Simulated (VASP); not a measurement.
# Si (P2_1/m) in VASP: a series of runs

The runs below take Si through single point, with LDA.

Program: VASP 6.6.1. These are calculated values, not measurements. Logs are shortened: lines on timing, memory, paths and dates and some standing lists are left out, and cuts for length are marked.

## Step 1: The cell of the first run

The structure is monoclinic, space group P2_1/m (No. 11). Conventional cell: a = 3.279 Å, b = 12.570 Å, c = 4.316 Å, α = 90.00°, β = 90.90°, γ = 90.00°. Si (site symmetry 1) has 5 Si at 2.02 to 2.62 Å within 2.7 Å. Si (site symmetry 1) has 4 Si at 1.79 to 2.33 Å within 2.4 Å. Within 2.4 Å of Si (site symmetry 1) lie 4 Si at 1.79 to 2.34 Å.

## Step 2: Single point, LDA

The input, INCAR:

```
PREC = Accurate
ENCUT = 520
EDIFF = 1E-7
ISMEAR = 0
SIGMA = 0.03
LREAL = F
LASPH = T
NELM = 80
ALGO = Normal
ISIF = 2
LWAVE = F
LCHARG = F
NBANDS = 36
```

The input, KPOINTS:

```
regular mesh
0
Gamma
  10 10 4
```

The input, POSCAR:

```
Si
1.0
    2.4128060011     -4.8074548841      0.0000000000
    0.8166278219      4.2375547977      0.0000000000
    0.0000000000      0.0000000000     12.5702440454
Si
12
Direct
    0.7570666288      0.2429333712      0.9449750226
    0.2429333712      0.7570666288      0.0550249774
    0.7570666288      0.2429333712      0.5550249774
    0.2429333712      0.7570666288      0.4449750226
    0.4287015211      0.5712984789      0.1572276936
    0.5712984789      0.4287015211      0.8427723064
    0.4287015211      0.5712984789      0.3427723064
    0.5712984789      0.4287015211      0.6572276936
    0.9711041075      0.0288958925      0.9092746508
    0.0288958925      0.9711041075      0.0907253492
    0.9711041075      0.0288958925      0.5907253492
    0.0288958925      0.9711041075      0.4092746508
```

Potentials or basis: VASP PAW LDA potentials, release 64 (Si).

Started as:

```
cat potpaw_LDA.64/Si/POTCAR > POTCAR
mpirun -np 1 vasp_std > vasp.out
```

OUTCAR:

```text
PREC = Accurate
   ENCUT = 520
   EDIFF = 1E-7
   ISMEAR = 0
   LREAL = F
   LASPH = T
   NELM = 80
   ISIF = 2

 ion  position               nearest neighbor table
   1  0.757  0.243  0.945-   9 2.02   2 2.12   6 2.14   2 2.18   9 2.62  10 2.84   6 3.07  10 3.10

   2  0.243  0.757  0.055-  10 2.02   1 2.12   5 2.14   1 2.18  10 2.62   9 2.84   5 3.07   9 3.10

   3  0.757  0.243  0.555-  11 2.02   4 2.12   8 2.14   4 2.18  11 2.62  12 2.84   8 3.07  12 3.10

   4  0.243  0.757  0.445-  12 2.02   3 2.12   7 2.14   3 2.18  12 2.62  11 2.84   7 3.07  11 3.10

   5  0.429  0.571  0.157-  10 1.79   2 2.14  10 2.30   7 2.33   2 3.07
   6  0.571  0.429  0.843-   9 1.79   1 2.14   9 2.30   8 2.33   1 3.07
   7  0.429  0.571  0.343-  12 1.79   4 2.14  12 2.30   5 2.33   4 3.07
   8  0.571  0.429  0.657-  11 1.79   3 2.14  11 2.30   6 2.33   3 3.07
   9  0.971  0.029  0.909-   6 1.79   1 2.02   6 2.30  10 2.34   1 2.62   2 2.84   2 3.10
  10  0.029  0.971  0.091-   5 1.79   2 2.02   5 2.30   9 2.34   2 2.62   1 2.84   1 3.10
  11  0.971  0.029  0.591-   8 1.79   3 2.02   8 2.30  12 2.34   3 2.62   4 2.84   4 3.10
  12  0.029  0.971  0.409-   7 1.79   4 2.02   7 2.30  11 2.34   4 2.62   3 2.84   3 3.10

  Warning from LATTYP: Monoclinic adjustment (A1->A3, A2->A1, A3->A2)!
  Warning from LATTYP: Got some problem with cell dimensions!
  Tried to take original basis but could not verify dimensions!
  LATTYP: Found a simple monoclinic cell.
 ALAT       =     3.2793336100
 B/A-ratio  =     3.8331702536
 C/A-ratio  =     1.3159760512
 COS(beta)  =    -0.0157053395

  Lattice vectors:

 A1 = (   3.2294338230,  -0.5699000864,   0.0000000000)
 A2 = (   0.0000000000,   0.0000000000,  12.5702440454)
 A3 = (  -0.8166278219,  -4.2375547977,   0.0000000000)

Analysis of symmetry for initial positions (statically):
=====================================================================
 Subroutine PRICEL returns:
 Original cell was already a primitive cell.

 Routine SETGRP: Setting up the symmetry group for a
 simple monoclinic supercell.

 Subroutine GETGRP returns: Found  4 space group operations
 (whereof  2 operations were pure point group operations)
 out of a pool of  4 trial point group operations.

The static configuration has the point symmetry S_2 .
 The point group associated with its full space group is C_2h.

Analysis of symmetry for dynamics (positions and initial velocities):
=====================================================================
 Subroutine PRICEL returns:
 Original cell was already a primitive cell.

 Routine SETGRP: Setting up the symmetry group for a
 simple monoclinic supercell.

 Subroutine GETGRP returns: Found  4 space group operations
 (whereof  2 operations were pure point group operations)
 out of a pool of  4 trial point group operations.

The dynamic configuration has the point symmetry S_2 .
 The point group associated with its full space group is C_2h.

 Subroutine INISYM returns: Found  4 space group operations
 (whereof  2 operations are pure point group operations),
 and found     1 'primitive' translations

----------------------------------------------------------------------------------------

                                     Primitive cell

  volume of cell :     177.8727

  direct lattice vectors                    reciprocal lattice vectors
     2.412806001 -4.807454884  0.000000000     0.299467508 -0.057710994  0.000000000
     0.816627822  4.237554798  0.000000000     0.339742281  0.170512721  0.000000000
     0.000000000  0.000000000 12.570244045     0.000000000  0.000000000  0.079552950

  length of vectors
     5.378964144  4.315524495 12.570244045     0.304977618  0.380130775  0.079552950

  position of ions in fractional coordinates (direct lattice)
     0.757066629  0.242933371  0.944975023
     0.242933371  0.757066629  0.055024977
     0.757066629  0.242933371  0.555024977
     0.242933371  0.757066629  0.444975023
     0.428701521  0.571298479  0.157227694
     0.571298479  0.428701521  0.842772306
     0.428701521  0.571298479  0.342772306
     0.571298479  0.428701521  0.657227694
     0.971104107  0.028895893  0.909274651
     0.028895893  0.971104107  0.090725349
     0.971104107  0.028895893  0.590725349
     0.028895893  0.971104107  0.409274651

  ion indices of the primitive-cell ions
   primitive index   ion index
                 1           1
                 2           2
                 3           3
                 4           4
                 5           5
                 6           6
                 7           7
                 8           8
                 9           9
                10          10
                11          11
                12          12

----------------------------------------------------------------------------------------

 KPOINTS: regular mesh

Automatic generation of k-mesh.
 Grid dimensions read from file:
 generate k-points for:   10   10    4

 Generating k-lattice:

  Cartesian coordinates                     Fractional coordinates (reciprocal lattice)
     0.029946751 -0.005771099  0.000000000     0.100000000  0.000000000  0.000000000
     0.033974228  0.017051272  0.000000000    -0.000000000  0.100000000  0.000000000
     0.000000000  0.000000000  0.019888238     0.000000000  0.000000000  0.250000000

  Length of vectors
     0.030497762  0.038013077  0.019888238

  Shift w.r.t. Gamma in fractional coordinates (k-lattice)
     0.000000000  0.000000000  0.000000000

 Subroutine IBZKPT returns following result:
 ===========================================

 Found    156 irreducible k-points:

 Following reciprocal coordinates:
            Coordinates               Weight
  0.000000  0.000000  0.000000      1.000000
  0.100000  0.000000  0.000000      2.000000
  0.200000  0.000000  0.000000      2.000000
  0.300000  0.000000  0.000000      2.000000
  0.400000  0.000000  0.000000      2.000000
  0.500000  0.000000  0.000000      1.000000
[... 16 lines left out ...]
 -0.400000  0.200000  0.000000      2.000000
 -0.300000  0.200000  0.000000      2.000000
 [... further k-points ...]
   k-points           NKPTS =    156   k-points in BZ     NKDIM =    156   number of bands    NBANDS=     36
   number of dos      NEDOS =    301   number of ions     NIONS =     12
   total plane-waves  NPLWV = 122880
   dimension x,y,z NGX =    40 NGY =   32 NGZ =   96
   dimension x,y,z NGXF=    80 NGYF=   64 NGZF=  192
   ions per type =              12
   NGX,Y,Z   is equivalent  to a cutoff of  12.36, 12.33, 12.70 a.u.
   NGXF,Y,Z  is equivalent  to a cutoff of  24.73, 24.65, 25.39 a.u.
 SYSTEM =  unknown system
   PREC   = accura    normal or accurate (medium, high low for compatibility)
   ISTART =      0    job   : 0-new  1-cont  2-samecut
   ICHARG =      2    charge: 1-file 2-atom 10-const
   ISPIN  =      1    spin polarized calculation?
   LNONCOLLINEAR =      F non collinear calculations
   LSORBIT =      F    spin-orbit coupling
   LASPH  =      T    aspherical Exc in radial PAW
   ENCUT  =  520.0 eV  38.22 Ry    6.18 a.u.  10.00  8.02 23.37*2*pi/ulx,y,z
   NELM   =     80;   NELMIN=  2; NELMDL= -5     # of ELM steps
   EDIFF  = 0.1E-06   stopping-criterion for ELM
   LREAL  =      F    real-space projection
   EDIFFG = 0.1E-05   stopping-criterion for IOM
   NSW    =      0    number of steps for IOM
   IBRION =     -1    ionic relax: 0-MD 1-quasi-New 2-CG
   NFREE  =      0    steps in history (QN), initial steepest desc. (CG)
   ISIF   =      2    stress and relaxation
   ISYM   =      2    0-nonsym 1-usesym 2-fastsym
   POTIM  = 0.5000    time-step for ionic-motion
   TEBEG  =    0.0;   TEEND  =   0.0 temperature during run
   PSTRESS=    0.0 pullay stress
   NELECT =      48.0000    total number of electrons
   NUPDOWN=      -1.0000    fix difference up-down
   EMIN   =  10.00;   EMAX   =-10.00  energy-range for DOS
   EFERMI =   0.00;   METHOD = LEGACY
   ISMEAR =     0;   SIGMA  =   0.03  broadening in eV -4-tet -1-fermi 0-gaus
   EFERMI_NEDOS =   21; number of points for ismear=-14 and -15
   IALGO  =     38    algorithm
   IMIX   =      4    mixing-type and parameters
     AMIX     =   0.40;   BMIX     =  1.00
     AMIX_MAG =   1.60;   BMIX_MAG =  1.00
  volume/ion in A,a.u.               =      14.82       100.03
  Fermi-wavevector in a.u.,A,eV,Ry     =   1.057918  1.999176 15.227520  1.119191
  Thomas-Fermi vector in A             =   2.193209
   LORBIT       =      0    0 simple, 1 ext, 2 COOP (PROOUT), +10 PAW based schemes
   GGA     = CA    functional components
   LHFCALC =     F    Hartree Fock is set to
   AEXX    =    0.0000 exact exchange contribution
   IVDW    =     0    specifies the selected vdW correction
   LEPSILON=     F    determine dielectric tensor
   LRPA    =     F    only Hartree local field effects (RPA)
 non-spin polarized calculation
 Gauss-broadening in eV      SIGMA  =   0.03
  energy-cutoff  :      520.00
  volume of cell :      177.87
 maximum number of plane-waves:      4820
   NGX = 19   NGY = 17   NGZ = 47

 number of electron      48.0000001 magnetization

 Free energy of the ion-electron system (eV)
  ---------------------------------------------------
  ext. energy  EPLUGINS =         0.00000000
  ---------------------------------------------------
  free energy    TOTEN  =       -49.66058902 eV

  energy without entropy =      -49.65894328  energy(sigma->0) =      -49.65976615

 E-fermi :   9.1962     XC(G=0): -10.6483

 val. band max:        9.1946161979   @ k =   0.1000   0.2000   0.5000
 cond. band min:       9.2023878824   @ k =   0.4000   0.3000   0.0000
 fundamental gap:      0.0077716845
 Fermi energy:         9.1962128932

 k-point     1 :       0.0000    0.0000    0.0000
  band No.  band energies     occupation
      1      -6.0718      2.00000
      2      -5.8646      2.00000
      3      -3.9152      2.00000
      4      -3.0260      2.00000
      5      -0.9468      2.00000
      6       0.5631      2.00000
[... 925 lines left out ...]
     35      13.3155      0.00000
     36      13.7433      0.00000

 [... further k-points ...]

------------------------ aborting loop because EDIFF is reached ----------------------------------------

  FORCE on cell =-STRESS in cart. coord.  units (eV):
  Direction    XX          YY          ZZ          XY          YZ          ZX
  --------------------------------------------------------------------------------------
  -------------------------------------------------------------------------------------
  Total       98.9224285     76.8970882     48.8343035     25.7603213      0.0000000      0.0000000
  in kB      891.0375859    692.6457114    439.8719342    232.0344821      0.0000000      0.0000000
  external PRESSURE =     674.5184105 kB  Pullay stress =       0.0000000 kB

 VOLUME and BASIS-vectors are now :
 -----------------------------------------------------------------------------
  energy-cutoff  :      520.00
  volume of cell :      177.87
      direct lattice vectors                 reciprocal lattice vectors
     2.412806001 -4.807454884  0.000000000     0.299467508 -0.057710994  0.000000000
     0.816627822  4.237554798  0.000000000     0.339742281  0.170512721  0.000000000
     0.000000000  0.000000000 12.570244045     0.000000000  0.000000000  0.079552950

 POSITION                                       TOTAL-FORCE (eV/Angst)
 -----------------------------------------------------------------------------------
      2.02504     -2.61012     11.87857        -1.852319      2.540895     -0.819188
      1.20439      2.04022      0.69168         1.852319     -2.540895      0.819188
      2.02504     -2.61012      6.97680        -1.852319      2.540895      0.819188
      1.20439      2.04022      5.59344         1.852319     -2.540895     -0.819188
      1.50091      0.35995      1.97639        11.783449      3.585935      8.126992
      1.72852     -0.92985     10.59385       -11.783449     -3.585935     -8.126992
      1.50091      0.35995      4.30873        11.783449      3.585935     -8.126992
      1.72852     -0.92985      8.26151       -11.783449     -3.585935      8.126992
      2.36668     -4.54609     11.42980        11.920698      0.682898      4.788319
      0.86275      3.97619      1.14044       -11.920698     -0.682898     -4.788319
      2.36668     -4.54609      7.42556        11.920698      0.682898     -4.788319
      0.86275      3.97619      5.14468       -11.920698     -0.682898      4.788319
 -----------------------------------------------------------------------------------
    total drift:                                0.000000     -0.000000      0.000000

  FREE ENERGIE OF THE ION-ELECTRON SYSTEM (eV)
  ---------------------------------------------------
  free  energy   TOTEN  =       -49.6605890166 eV

  energy  without entropy=      -49.6589432782  energy(sigma->0) =      -49.65976615
```

Run time: 14 min. Hardware: 1 thread of AMD EPYC 9R45 (Zen 5), shared host; peak memory 0.68 GiB.

What came out:

| Item | Value |
| --- | --- |
| Free energy | -49.6606 eV |
| Pressure | 67.5 GPa |
| Largest force | 14.757 eV/Å |
| Band gap on the k mesh | zero (band 24 reaches 9.86 eV, above the bottom of band 25 at 8.19 eV) |

Forces in eV/Å, atoms in the order of the input:
```
Si   -1.852   2.541  -0.819
Si    1.852  -2.541   0.819
Si   -1.852   2.541   0.819
Si    1.852  -2.541  -0.819
Si   11.783   3.586   8.127
Si  -11.783  -3.586  -8.127
Si   11.783   3.586  -8.127
Si  -11.783  -3.586   8.127
Si   11.921   0.683   4.788
Si  -11.921  -0.683  -4.788
Si   11.921   0.683  -4.788
Si  -11.921  -0.683   4.788
```

Levels at points of the mesh, in eV from the Fermi level:
| k point | band 21 | band 22 | band 23 | band 24 | band 25 | band 26 | band 27 | band 28 |
| --- | --- | --- | --- | --- | --- | --- | --- | --- |
| (0.00, 0.00, 0.00) | -1.40 | -0.84 | -0.51 | -0.30 | 0.03 | 0.33 | 0.77 | 1.43 |
| (0.50, 0.00, 0.00) | -2.64 | -2.43 | -2.11 | -1.72 | -0.42 | -0.34 | -0.09 | 0.01 |
| (0.00, 0.50, 0.00) | -1.23 | -1.13 | -0.94 | -0.28 | 0.05 | 0.36 | 0.69 | 2.09 |
| (0.50, 0.50, 0.00) | 0.01 | 0.02 | 0.59 | 0.65 | 0.91 | 0.96 | 1.44 | 1.53 |
| (0.00, 0.00, 0.50) | -1.13 | -1.13 | -0.85 | -0.85 | 0.64 | 0.64 | 1.14 | 1.14 |
| (0.50, 0.00, 0.50) | -2.43 | -2.43 | -1.76 | -1.76 | -0.27 | -0.27 | 0.14 | 0.14 |
| (0.00, 0.50, 0.50) | -1.32 | -1.32 | -0.64 | -0.64 | 0.53 | 0.53 | 1.75 | 1.75 |
| (0.50, 0.50, 0.50) | -0.39 | -0.39 | 0.56 | 0.56 | 0.93 | 0.93 | 1.51 | 1.51 |

Caveat: forces of over 1 eV/Å act on the atoms, so gaps and moduli don't describe the material at rest.

## Step 3: Single point, LDA

This run uses another cell than the first one, of 15.27 Å³/atom, 1.030 times its volume.

The input, INCAR:

```
SYSTEM = Si
PREC = Accurate ; ENCUT = 520
EDIFF = 1E-7 ; ISMEAR = 0
SIGMA = 0.03 ; LREAL = .False.
LASPH = .True. ; NELM = 100
ALGO = Normal ; ISIF = 2
LWAVE = .False. ; LCHARG = .False.
GGA = CA ; NBANDS = 36
```

The input, KPOINTS:

```
Automatic mesh
0
Gamma
  10 10 4
  0 0 0
```

POSCAR: that of step 2 with these lines changed.

```diff
@@ -2,4 +2,4 @@
 1.0
-    2.4128060011     -4.8074548841      0.0000000000
-    0.8166278219      4.2375547977      0.0000000000
+    1.8142391839     -4.5937423517      0.0000000000
+    1.4151946391      4.4512673301      0.0000000000
     0.0000000000      0.0000000000     12.5702440454
```

Potentials or basis: VASP PAW LDA potentials, release 64 (Si).

Started as:

```
cat potpaw_LDA.64/Si/POTCAR > POTCAR
mpirun -np 1 vasp_std > vasp.out
```

Run time: 12 min. Hardware: 1 thread of AMD EPYC 9R45 (Zen 5), shared host; peak memory 0.71 GiB.

The run converged. Its results:

| Item | Value |
| --- | --- |
| Free energy | -57.1822 eV |
| Pressure | 59.8 GPa |
| Largest force | 6.252 eV/Å |
| Band gap on the k mesh | zero (band 24 reaches 9.58 eV, above the bottom of band 25 at 8.64 eV) |

Forces in eV/Å, atoms in the order of the input:
```
Si  -0.511  2.528 -0.638
Si   0.511 -2.528  0.638
Si  -0.511  2.528  0.638
Si   0.511 -2.528 -0.638
Si   2.811  1.831  5.275
Si  -2.811 -1.831 -5.275
Si   2.811  1.831 -5.275
Si  -2.811 -1.831  5.275
Si   2.678 -0.835  1.906
Si  -2.678  0.835 -1.906
Si   2.678 -0.835 -1.906
Si  -2.678  0.835  1.906
```

Stress tensor (GPa, compression positive):
```
69.39  7.02  0.00
 7.02 78.37  0.00
 0.00  0.00 31.64
```

Levels at points of the mesh, in eV from the Fermi level:
```csv
k point,band 22,band 23,band 24,band 25,band 26,band 27
"(0.00, 0.00, 0.00)",-1.27,-0.95,-0.56,-0.32,0.31,1.36
"(0.50, 0.00, 0.00)",-3.05,-2.45,-1.82,0.04,0.18,0.50
"(0.00, 0.50, 0.00)",-2.16,-1.62,-0.90,-0.11,0.38,0.53
"(0.50, 0.50, 0.00)",-0.76,0.45,0.45,0.59,0.93,1.08
"(0.00, 0.00, 0.50)",-1.51,-0.81,-0.81,0.40,0.40,1.50
"(0.50, 0.00, 0.50)",-3.04,-2.13,-2.13,0.37,0.37,0.98
"(0.00, 0.50, 0.50)",-2.17,-1.30,-1.30,0.40,0.40,0.88
"(0.50, 0.50, 0.50)",-0.77,0.32,0.32,0.71,0.71,1.30
```

Caveat: forces of over 1 eV/Å act on the atoms, so gaps and moduli don't describe the material at rest.
